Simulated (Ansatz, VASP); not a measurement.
One calculation of RhC3, two programs

```
CELL_PARAMETERS angstrom
-1.72341 1.72341 2.91133
1.72341 -1.72341 2.91133
1.72341 1.72341 -2.91133
ATOMIC_POSITIONS crystal
Rh 0.00000 0.00000 0.00000
C 0.50000 0.50000 0.00000
C 0.25000 0.75000 0.50000
C 0.75000 0.25000 0.50000
```

Alike in both runs: functional PBE; k mesh 20 × 20 × 20; occupations gaussian, width 0.1 eV; no spin polarisation.

Ansatz relaxed the structure, and its values are those at the end. VASP's run is a single point on that final structure, the one shown.

|  | VASP | Ansatz |
| --- | --- | --- |
| version | VASP 6.6.1 | Ansatz 0.2.0 |
| potentials or method | VASP PAW PBE potentials, release 64 (Rh_pv, C), cutoff 520 eV | scalar-relativistic, plane waves, PAW |
| valence electrons in the cell | 27 | 29 |

```csv
,VASP,Ansatz,Ansatz less VASP
gap on the k mesh at the Fermi level (eV),none,none,-
pressure (GPa),0.1,0.0,-0.06
```

A gap of «none» marks a metal or a gap that the smearing closes. The functional is the same, so the differences come from potentials, cutoffs and numerics. VASP's potentials hold 27 valence electrons a cell and Ansatz's 29, so a difference there can come from the potentials and not from the codes.
